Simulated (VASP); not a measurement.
Write the native input for VASP 6.6.1 that does the following.

```
Task                   : electric field gradients
Functional             : PBE
Potentials or basis    : VASP PAW PBE potentials, release 64 (Rh_pv)
Cutoff                 : 520 eV
k mesh                 : 16 × 16 × 16
Occupations            : fermi-dirac, width 0.08 eV
Spin                   : no spin polarisation
Dipole correction      : no
Further INCAR settings : ALGO = Normal; EDIFF = 1e-08; NBANDS = 14
```

The structure of Rh lies in POSCAR:

```
Rh
1.0
    0.0000000000      1.9585965000      1.9015500000
    1.9585965000      0.0000000000      1.9015500000
    1.9585965000      1.9585965000      0.0000000000
Rh
1
Direct
    0.0000000000      0.0000000000      0.0000000000
```

This cell differs from its parent crystal: equal xx and yy strain of +3 %.

The input as run:

INCAR

```
SYSTEM = Rh
  PREC = Accurate
  ENCUT = 520
  EDIFF = 1E-8
  ISMEAR = -1
  SIGMA = 0.08
  LREAL = .False.
  LASPH = .True.
  NELM = 60
  ALGO = Normal
  ISIF = 2
  LWAVE = .False.
  LCHARG = .False.
  GGA = PE
  LEFG = .True.
  NBANDS = 14
```

KPOINTS

```
Automatic mesh
0
Gamma
  16 16 16
  0 0 0
```

Potentials or basis: VASP PAW PBE potentials, release 64 (Rh_pv).

Run with:

```sh
$ cat potpaw_PBE.64/Rh_pv/POTCAR > POTCAR
$ mpirun -np 1 vasp_std > vasp.out
```

Results of the run:

The pressure is -8.4 GPa.

Caveat: the cell differs from its parent crystal (equal xx and yy strain of +3 %); without QUAD_EFG the Cq values of the log hold for a quadrupole moment of 1 mb, not for the nuclei.

Wall time 38 s on 1 thread of Intel Xeon 6975P-C, with other jobs on the host, peak memory 0.18 GiB.
